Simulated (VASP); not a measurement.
The system is Na2ClF.

```
F Cl Na
1.0
     1.81069    1.04540    5.92066
    -1.81069    1.04540    5.92066
     0.00000   -2.09080    5.92066
F Cl Na
1 1 2
Direct
  0.00000 0.00000 0.00000
  0.50000 0.50000 0.50000
  0.26344 0.26344 0.26344
  0.73656 0.73656 0.73656
```

Base run:

| Quantity | Value |
| --- | --- |
| Program | VASP 6.6.1 |
| Functional | r2SCAN |
| Potentials or basis | VASP PAW PBE potentials, release 64 (F, Cl, Na_pv) |
| Cutoff | 520 eV |
| k mesh | 8 × 8 × 8 |
| Occupations | gaussian, width 0.01 eV |
| Spin | no spin polarisation |

Its results: band gap on the k mesh 5.05 eV, direct; pressure -0.4 GPa; largest force 0.003 eV/Å.

**Question.** The run is repeated on the same cell with these changes: functional from r2SCAN to PBE; k mesh from 8 × 8 × 8 to 4 × 4 × 4. What comes out?

**Answer.** Band gap on the k mesh 4.33 eV, direct; pressure 1.9 GPa; largest force 0.034 eV/Å.

Several settings changed at once, so the effect can't be laid on one alone.

Caveats: some runs use coarse meshes; the PAW data sets were made with another functional, which shifts forces and pressure a little (some runs).

A k mesh can miss the band edges.
